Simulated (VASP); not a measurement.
# Al (Im-3m) in VASP: notebook

The runs below take Al through density of states, with PBEsol.

All numbers are computed with VASP 6.6.1; they aren't measurements. Logs are shortened: lines on timing, memory, paths and dates and some standing lists are left out, and cuts for length are marked.

### Step 1. The cell of the first run

The structure is cubic, space group Im-3m (No. 229). Conventional cell: a = 2.677 Å, b = 2.677 Å, c = 2.677 Å, α = 90.00°, β = 90.00°, γ = 90.00°. Within 3.1 Å of Al (site symmetry m-3m) lie 14 Al at 2.32 to 2.68 Å.

### Step 2. Density of states, PBEsol (volume scaled by 0.58)

Input file POSCAR:

```
Al
1.0
   -1.3386274944      1.3386274944      1.3386274944
    1.3386274944     -1.3386274944      1.3386274944
    1.3386274944      1.3386274944     -1.3386274944
Al
1
Direct
    0.0000000000      0.0000000000      0.0000000000
```

Input file INCAR.step1:

```
SYSTEM = Al
  PREC = Accurate
  ENCUT = 520
  EDIFF = 1E-7
  ISMEAR = -1
  SIGMA = 0.05
  LREAL = .FALSE.
  LASPH = .TRUE.
  NELM = 100
  ALGO = Normal
  ISIF = 2
  LWAVE = .FALSE.
  LCHARG = .TRUE.
  GGA = PS
  NBANDS = 8
```

Input file KPOINTS.step1:

```
regular mesh
0
G
  17 17 17
  0 0 0
```

Input file INCAR.step2:

```
SYSTEM = Al
  PREC = Accurate
  ENCUT = 520
  EDIFF = 1E-7
  ISMEAR = -5
  SIGMA = 0.05
  LREAL = .FALSE.
  LASPH = .TRUE.
  NELM = 100
  ALGO = Normal
  ISIF = 2
  LWAVE = .FALSE.
  LCHARG = .FALSE.
  GGA = PS
  LORBIT = 10
  NBANDS = 8
  NEDOS = 2001
  ICHARG = 11
```

Input file KPOINTS.step2:

```
regular mesh
0
G
  26 26 26
  0 0 0
```

Potentials or basis: VASP PAW PBE potentials, release 64 (Al).

Command:

```console
$ cat potpaw_PBE.64/Al/POTCAR > POTCAR
$ cp INCAR.step1 INCAR
$ cp KPOINTS.step1 KPOINTS
$ mpirun -np 1 vasp_std > vasp.out
$ cp INCAR.step2 INCAR
$ cp KPOINTS.step2 KPOINTS
$ mpirun -np 1 vasp_std > vasp.out
```

OUTCAR:

```text
SYSTEM = Al
   PREC = Accurate
   ENCUT = 520
   EDIFF = 1E-7
   ISMEAR = -5
   LREAL = .FALSE.
   LASPH = .TRUE.
   NELM = 100
   ISIF = 2
   GGA = PS
   LORBIT = 10
   ICHARG = 11

 ion  position               nearest neighbor table
   1  0.000  0.000  0.000-

  LATTYP: Found a body centered cubic cell.
 ALAT       =     2.6772549888

  Lattice vectors:

 A1 = (  -1.3386274944,   1.3386274944,   1.3386274944)
 A2 = (   1.3386274944,  -1.3386274944,   1.3386274944)
 A3 = (   1.3386274944,   1.3386274944,  -1.3386274944)

Analysis of symmetry for initial positions (statically):
=====================================================================
 Subroutine PRICEL returns:
 Original cell was already a primitive cell.

 Routine SETGRP: Setting up the symmetry group for a
 body centered cubic supercell.

 Subroutine GETGRP returns: Found 48 space group operations
 (whereof 48 operations were pure point group operations)
 out of a pool of 48 trial point group operations.

The static configuration has the point symmetry O_h .

Analysis of symmetry for dynamics (positions and initial velocities):
=====================================================================
 Subroutine PRICEL returns:
 Original cell was already a primitive cell.

 Routine SETGRP: Setting up the symmetry group for a
 body centered cubic supercell.

 Subroutine GETGRP returns: Found 48 space group operations
 (whereof 48 operations were pure point group operations)
 out of a pool of 48 trial point group operations.

The dynamic configuration has the point symmetry O_h .

 Subroutine INISYM returns: Found 48 space group operations
 (whereof 48 operations are pure point group operations),
 and found     1 'primitive' translations

----------------------------------------------------------------------------------------

                                     Primitive cell

  volume of cell :       9.5949

  direct lattice vectors                    reciprocal lattice vectors
    -1.338627494  1.338627494  1.338627494     0.000000000  0.373516906  0.373516906
     1.338627494 -1.338627494  1.338627494     0.373516906  0.000000000  0.373516906
     1.338627494  1.338627494 -1.338627494     0.373516906  0.373516906  0.000000000

  length of vectors
     2.318570833  2.318570833  2.318570833     0.528232674  0.528232674  0.528232674

  position of ions in fractional coordinates (direct lattice)
     0.000000000  0.000000000  0.000000000

  ion indices of the primitive-cell ions
   primitive index   ion index
                 1           1

----------------------------------------------------------------------------------------

 KPOINTS: regular mesh

Automatic generation of k-mesh.
 Grid dimensions read from file:
 generate k-points for:   26   26   26

 Generating k-lattice:

  Cartesian coordinates                     Fractional coordinates (reciprocal lattice)
     0.000000000  0.014366035  0.014366035     0.038461538  0.000000000  0.000000000
     0.014366035  0.000000000  0.014366035     0.000000000  0.038461538  0.000000000
     0.014366035  0.014366035  0.000000000     0.000000000  0.000000000  0.038461538

  Length of vectors
     0.020316641  0.020316641  0.020316641

  Shift w.r.t. Gamma in fractional coordinates (k-lattice)
     0.000000000  0.000000000  0.000000000

 TETIRR: Found  21036 inequivalent tetrahedra from   105456

 Subroutine IBZKPT returns following result:
 ===========================================

 Found    511 irreducible k-points:

 Following reciprocal coordinates:
            Coordinates               Weight
  0.000000  0.000000  0.000000      1.000000
  0.038462  0.000000  0.000000     12.000000
  0.076923  0.000000  0.000000     12.000000
  0.115385  0.000000  0.000000     12.000000
  0.153846  0.000000  0.000000     12.000000
  0.192308  0.000000  0.000000     12.000000
[... 16 lines left out ...]
  0.346154  0.038462  0.000000     48.000000
  0.384615  0.038462  0.000000     48.000000
 [... further k-points ...]
   k-points           NKPTS =    511   k-points in BZ     NKDIM =    511   number of bands    NBANDS=      8
   number of dos      NEDOS =   2001   number of ions     NIONS =      1
   total plane-waves  NPLWV =   5832
   dimension x,y,z NGX =    18 NGY =   18 NGZ =   18
   dimension x,y,z NGXF=    36 NGYF=   36 NGZF=   36
   ions per type =               1
   NGX,Y,Z   is equivalent  to a cutoff of  12.91, 12.91, 12.91 a.u.
   NGXF,Y,Z  is equivalent  to a cutoff of  25.81, 25.81, 25.81 a.u.
 SYSTEM =  Al
   PREC   = accura    normal or accurate (medium, high low for compatibility)
   ISTART =      0    job   : 0-new  1-cont  2-samecut
   ICHARG =     11    charge: 1-file 2-atom 10-const
   ISPIN  =      1    spin polarized calculation?
   LNONCOLLINEAR =      F non collinear calculations
   LSORBIT =      F    spin-orbit coupling
   LASPH  =      T    aspherical Exc in radial PAW
   ENCUT  =  520.0 eV  38.22 Ry    6.18 a.u.   4.31  4.31  4.31*2*pi/ulx,y,z
   NELM   =    100;   NELMIN=  2; NELMDL=  0     # of ELM steps
   EDIFF  = 0.1E-06   stopping-criterion for ELM
   LREAL  =      F    real-space projection
   EDIFFG = 0.1E-05   stopping-criterion for IOM
   NSW    =      0    number of steps for IOM
   IBRION =     -1    ionic relax: 0-MD 1-quasi-New 2-CG
   NFREE  =      0    steps in history (QN), initial steepest desc. (CG)
   ISIF   =      2    stress and relaxation
   ISYM   =      2    0-nonsym 1-usesym 2-fastsym
   POTIM  = 0.5000    time-step for ionic-motion
   TEBEG  =    0.0;   TEEND  =   0.0 temperature during run
   PSTRESS=    0.0 pullay stress
   NELECT =       3.0000    total number of electrons
   NUPDOWN=      -1.0000    fix difference up-down
   EMIN   =  10.00;   EMAX   =-10.00  energy-range for DOS
   EFERMI =   0.00;   METHOD = LEGACY
   ISMEAR =    -5;   SIGMA  =   0.05  broadening in eV -4-tet -1-fermi 0-gaus
   EFERMI_NEDOS =   21; number of points for ismear=-14 and -15
   IALGO  =     38    algorithm
   IMIX   =      4    mixing-type and parameters
     AMIX     =   0.40;   BMIX     =  1.00
     AMIX_MAG =   1.60;   BMIX_MAG =  1.00
  volume/ion in A,a.u.               =       9.59        64.75
  Fermi-wavevector in a.u.,A,eV,Ry     =   1.111140  2.099750 16.798194  1.234632
  Thomas-Fermi vector in A             =   2.247700
   LORBIT       =     10    0 simple, 1 ext, 2 COOP (PROOUT), +10 PAW based schemes
   GGA     = PS    functional components
   LHFCALC =     F    Hartree Fock is set to
   AEXX    =    0.0000 exact exchange contribution
   IVDW    =     0    specifies the selected vdW correction
   LEPSILON=     F    determine dielectric tensor
   LRPA    =     F    only Hartree local field effects (RPA)
 non-spin polarized calculation
 Fermi weights with tetrahedron method with Bloechl corrections
  energy-cutoff  :      520.00
  volume of cell :        9.59
 maximum number of plane-waves:       268
 NGX is ok and might be reduce to    18

 number of electron       3.0000000 magnetization

 Free energy of the ion-electron system (eV)
  ---------------------------------------------------
  ext. energy  EPLUGINS =         0.00000000
  ---------------------------------------------------
  free energy    TOTEN  =        -2.27876873 eV

  energy without entropy =       -2.27876873  energy(sigma->0) =       -2.27876873

 E-fermi :  14.9164     XC(G=0): -12.4302

 val. band max:       14.9211403072   @ k =   0.2308   0.2308   0.0769
 cond. band min:      14.8014266511   @ k =   0.3077   0.3077   0.0769
 fundamental gap:     -0.1197136561
 Fermi energy:        14.9164247179

 k-point     1 :       0.0000    0.0000    0.0000
  band No.  band energies     occupation
      1      -0.4453      2.00000
      2      31.9779      0.00000
      3      31.9779      0.00000
      4      31.9779      0.00000
      5      36.1031      0.00000
      6      36.1031      0.00000
      7      38.8627      0.00000
      8      38.8627      0.00000

 k-point     2 :       0.0385    0.0000    0.0000
  band No.  band energies     occupation
      1      -0.3845      2.00000
      2      31.4835      0.00000
      3      31.6808      0.00000
      4      31.8797      0.00000
      5      35.3028      0.00000
      6      35.6614      0.00000
      7      39.2543      0.00000
      8      39.2826      0.00000

 k-point     3 :       0.0769    0.0000    0.0000
  band No.  band energies     occupation
      1      -0.2024      2.00000
      2      30.0210      0.00000
      3      30.9503      0.00000
      4      31.6126      0.00000
      5      34.5896      0.00000
      6      34.7941      0.00000
      7      39.6596      0.00000
      8      39.7347      0.00000

 k-point     4 :       0.1154    0.0000    0.0000
  band No.  band energies     occupation
      1       0.1001      2.00000
      2      28.0258      0.00000
      3      30.0383      0.00000
      4      31.2375      0.00000
      5      33.8771      0.00000
      6      34.2978      0.00000
      7      39.6907      0.00000
      8      39.8719      0.00000

 k-point     5 :       0.1538    0.0000    0.0000
  band No.  band energies     occupation
      1       0.5216      2.00000
      2      25.8892      0.00000
      3      29.0954      0.00000
      4      30.8139      0.00000
      5      33.0111      0.00000
      6      34.1310      0.00000
      7      39.7183      0.00000
      8      40.0863      0.00000

 k-point     6 :       0.1923    0.0000    0.0000
  band No.  band energies     occupation
      1       1.0602      2.00000
      2      23.7563      0.00000
      3      28.1937      0.00000
      4      30.3854      0.00000
      5      32.2258      0.00000
      6      33.9507      0.00000
      7      39.8900      0.00000
      8      40.3400      0.00000

 k-point     7 :       0.2308    0.0000    0.0000
  band No.  band energies     occupation
      1       1.7134      2.00000
      2      21.6775      0.00000
      3      27.3677      0.00000
      4      29.9797      0.00000
      5      31.5309      0.00000
      6      33.7109      0.00000
      7      40.2519      0.00000
      8      40.6386      0.00000
[... 133 lines left out ...]
 k-point    20 :       0.2308    0.0385    0.0000
  band No.  band energies     occupation
      1       2.1261      2.00000
      2      20.6863      0.00000
      3      26.4628      0.00000
      4      29.6650      0.00000
      5      31.4669      0.00000
      6      33.9975      0.00000
      7      39.7397      0.00000
      8      41.6563      0.00000

 k-point    21 :       0.2692    0.0385    0.0000
  band No.  band energies     occupation
      1       2.9449      2.00000
      2      18.7282      0.00000
      3      25.7967      0.00000
      4      29.2947      0.00000
      5      30.9305      0.00000
      6      33.7184      0.00000
      7      40.1812      0.00000
      8      42.2028      0.00000

 k-point    22 :       0.3077    0.0385   -0.0000
  band No.  band energies     occupation
      1       3.8691      2.00000
      2      16.8557     -0.02167
      3      25.2353      0.00000
      4      28.9779      0.00000
      5      30.4774      0.00000
      6      33.4261      0.00000
      7      40.7230      0.00000
      8      42.8647      0.00000

 k-point    23 :       0.3462    0.0385    0.0000
  band No.  band energies     occupation
      1       4.8932      2.00000
      2      15.0750      0.70157
      3      24.7827      0.00000
      4      28.7198      0.00000
      5      30.1127      0.00000
      6      33.1531      0.00000
      7      41.2970      0.00000
      8      43.6573      0.00000

 k-point    24 :       0.3846    0.0385    0.0000
  band No.  band energies     occupation
      1       6.0071      2.00000
      2      13.3953      2.06284
      3      24.4414      0.00000
      4      28.5235      0.00000
      5      29.8385      0.00000
      6      32.9265      0.00000
      7      41.8302      0.00000
      8      44.5762      0.00000

 [... further k-points ...]
[... 5 lines left out ...]
  --------------------------------------------------------------------------------------
  -------------------------------------------------------------------------------------
  Total        7.5209887      7.5209887      7.5209887      0.0000000      0.0000000      0.0000000
  in kB     1255.8746881   1255.8746881   1255.8746881      0.0000000      0.0000000      0.0000000
  external PRESSURE =    1255.8746881 kB  Pullay stress =       0.0000000 kB

 VOLUME and BASIS-vectors are now :
 -----------------------------------------------------------------------------
  energy-cutoff  :      520.00
  volume of cell :        9.59
      direct lattice vectors                 reciprocal lattice vectors
    -1.338627494  1.338627494  1.338627494     0.000000000  0.373516906  0.373516906
     1.338627494 -1.338627494  1.338627494     0.373516906  0.000000000  0.373516906
     1.338627494  1.338627494 -1.338627494     0.373516906  0.373516906  0.000000000

 POSITION                                       TOTAL-FORCE (eV/Angst)
 -----------------------------------------------------------------------------------
      0.00000      0.00000      0.00000         0.000000      0.000000     -0.000000
 -----------------------------------------------------------------------------------
    total drift:                                0.000000     -0.000000      0.000000

  FREE ENERGIE OF THE ION-ELECTRON SYSTEM (eV)
  ---------------------------------------------------
  free  energy   TOTEN  =        -2.2787687312 eV

  energy  without entropy=       -2.2787687312  energy(sigma->0) =       -2.27876873

 total charge

# of ion       s       p       d       tot
------------------------------------------
    1        0.473   0.599   0.000   1.071
```

Wall time 33 s (1 thread of Intel Xeon Platinum 8259CL at 2.50GHz (Skylake/Cascade Lake), shared host); peak memory 0.17 GiB.

Results:

```yaml
Valence_electrons_inside_the_program's_atomic_spheres: Al 1.07
```

Caveat: the cell differs from its parent crystal (volume scaled by 0.58); the PAW data sets were made with another functional, which shifts forces and pressure a little; tetrahedron occupations give inexact forces and stress in metals.

### Step 3. Density of states, PBEsol

This run uses another cell than the first one, of 16.54 Å³/atom, 1.724 times its volume.

Input file POSCAR:

```
Al
1.0
   -1.6051553710      1.6051553710      1.6051553710
    1.6051553710     -1.6051553710      1.6051553710
    1.6051553710      1.6051553710     -1.6051553710
Al
1
Direct
    0.0000000000      0.0000000000      0.0000000000
```

Input file INCAR.step1:

```
SYSTEM = Al
PREC = Accurate ; ENCUT = 520
EDIFF = 1E-7 ; ISMEAR = -1
SIGMA = 0.05 ; LREAL = .False.
LASPH = .True. ; NELM = 60
ALGO = Normal ; ISIF = 2
LWAVE = .False. ; LCHARG = .True.
GGA = PS ; NBANDS = 8
```

Input file KPOINTS.step1:

```
Automatic mesh
0
Gamma
  17 17 17
  0 0 0
```

Input file INCAR.step2:

```
SYSTEM = Al
PREC = Accurate ; ENCUT = 520
EDIFF = 1E-7 ; ISMEAR = -5
SIGMA = 0.05 ; LREAL = .False.
LASPH = .True. ; NELM = 60
ALGO = Normal ; ISIF = 2
LWAVE = .False. ; LCHARG = .False.
GGA = PS ; LORBIT = 11
NEDOS = 2001 ; ICHARG = 11
```

Input file KPOINTS.step2:

```
Automatic mesh
0
Gamma
  26 26 26
  0 0 0
```

Potentials or basis: VASP PAW PBE potentials, release 64 (Al).

Command:

```console
$ cat potpaw_PBE.64/Al/POTCAR > POTCAR
$ cp INCAR.step1 INCAR
$ cp KPOINTS.step1 KPOINTS
$ mpirun -np 1 vasp_std > vasp.out
$ cp INCAR.step2 INCAR
$ cp KPOINTS.step2 KPOINTS
$ mpirun -np 1 vasp_std > vasp.out
```

Run time: 30 s. Hardware: 1 thread of Intel Xeon Platinum 8259CL at 2.50GHz (Skylake/Cascade Lake), shared host; peak memory 0.17 GiB.

Results (log left out):

```
Valence electrons inside the program's atomic spheres : Al 0.77
```

Levels at points of the mesh, in eV from the Fermi level:
```csv
k point,band 1,band 2,band 3,band 4,band 5
"(0.00, 0.00, 0.00)",-11.12,13.21,13.21,13.21,14.63
"(0.50, 0.00, 0.00)",-4.32,-3.87,8.12,8.24,9.93
"(0.50, 0.50, 0.50)",1.85,1.85,1.85,2.96,2.96
```

Caveat: the PAW data sets were made with another functional, which shifts forces and pressure a little; tetrahedron occupations give inexact forces and stress in metals.

### Step 4. Density of states, PBEsol (volume scaled by 0.43)

Input file POSCAR:

```
Al
1.0
   -1.2115459630      1.2115459630      1.2115459630
    1.2115459630     -1.2115459630      1.2115459630
    1.2115459630      1.2115459630     -1.2115459630
Al
1
Direct
    0.0000000000      0.0000000000      0.0000000000
```

Input file INCAR.step1:

```
ALGO = Normal ; EDIFF = 1E-7
ENCUT = 520 ; GGA = PS
ISIF = 2 ; ISMEAR = -1
LASPH = True ; LCHARG = True
LREAL = False ; LWAVE = False
NBANDS = 8 ; NELM = 100
PREC = Accurate ; SIGMA = 0.05
```

Input file KPOINTS.step1:

```
k-points
0
Gamma
  17 17 17
```

Input file INCAR.step2:

```
ALGO = Normal ; EDIFF = 1E-7
ENCUT = 520 ; GGA = PS
ICHARG = 11 ; ISIF = 2
ISMEAR = -5 ; LASPH = True
LCHARG = False ; LORBIT = 11
LREAL = False ; LWAVE = False
NBANDS = 8 ; NEDOS = 1001
NELM = 100 ; PREC = Accurate
SIGMA = 0.05
```

Input file KPOINTS.step2:

```
k-points
0
Gamma
  26 26 26
```

Command:

```console
$ cat potpaw_PBE.64/Al/POTCAR > POTCAR
$ cp INCAR.step1 INCAR
$ cp KPOINTS.step1 KPOINTS
$ mpirun -np 1 vasp_std > vasp.out
$ cp INCAR.step2 INCAR
$ cp KPOINTS.step2 KPOINTS
$ mpirun -np 1 vasp_std > vasp.out
```

Wall time 17 s (1 thread of Intel Xeon Platinum 8488C (Sapphire Rapids), shared host); peak memory 0.15 GiB.

It converged, with:

* Valence electrons inside the program's atomic spheres: Al 1.39

Levels at points of the mesh, in eV from the Fermi level:
| k point | band 1 | band 2 | band 3 | band 4 | band 5 | band 6 |
| --- | --- | --- | --- | --- | --- | --- |
| (0.00, 0.00, 0.00) | -17.74 | 19.90 | 19.90 | 19.90 | 24.78 | 24.78 |
| (0.50, 0.00, 0.00) | -7.26 | -5.05 | 10.67 | 17.59 | 18.40 | 21.79 |
| (0.50, 0.50, 0.50) | 0.96 | 0.96 | 5.18 | 5.18 | 5.18 | 21.71 |

Caveat: the cell differs from its parent crystal (volume scaled by 0.43); the PAW data sets were made with another functional, which shifts forces and pressure a little; tetrahedron occupations give inexact forces and stress in metals.
